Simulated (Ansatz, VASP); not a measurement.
# NaSnI3 in VASP and in Ansatz

```
Na Sn I
1.0
     6.20154    0.00000    0.00000
     0.00000    6.20154    0.00000
     0.00000    0.00000    6.20154
Na Sn I
1 1 3
Direct
  0.00000 0.00000 0.00000
  0.50000 0.50000 0.50000
  0.50000 0.50000 0.00000
  0.50000 0.00000 0.50000
  0.00000 0.50000 0.50000
```

Alike in both runs: task single point; functional HSE06; k mesh 2 × 2 × 2; no spin polarisation.

|  | VASP | Ansatz |
| --- | --- | --- |
| version | VASP 6.6.1 | Ansatz 0.2.0 |
| potentials or method | VASP PAW PBE potentials, release 64 (Na_pv, Sn_d, I) | plane waves, PAW |
| plane-wave cutoff (eV) | 520 | 420 |
| occupations | gaussian, width 0.01 eV | fixed |
| valence electrons in the cell | 42 | 74 |

Ansatz gave:

| Property | Result |
| --- | --- |
| gap on the k mesh at the Fermi level (eV) | 0.76 |
| pressure (GPa) | 1.4 |

Which values does VASP return?

gap on the k mesh at the Fermi level (eV): 0.77; pressure (GPa): 1.4.

VASP's potentials hold 42 valence electrons a cell and Ansatz's 74, so a difference there can come from the potentials and not from the codes. Ansatz's warnings: stress exchange threshold loose, stress scf threshold loose.

The k mesh is coarse, so the values compare programs but aren't converged. Spin-orbit coupling is off throughout.
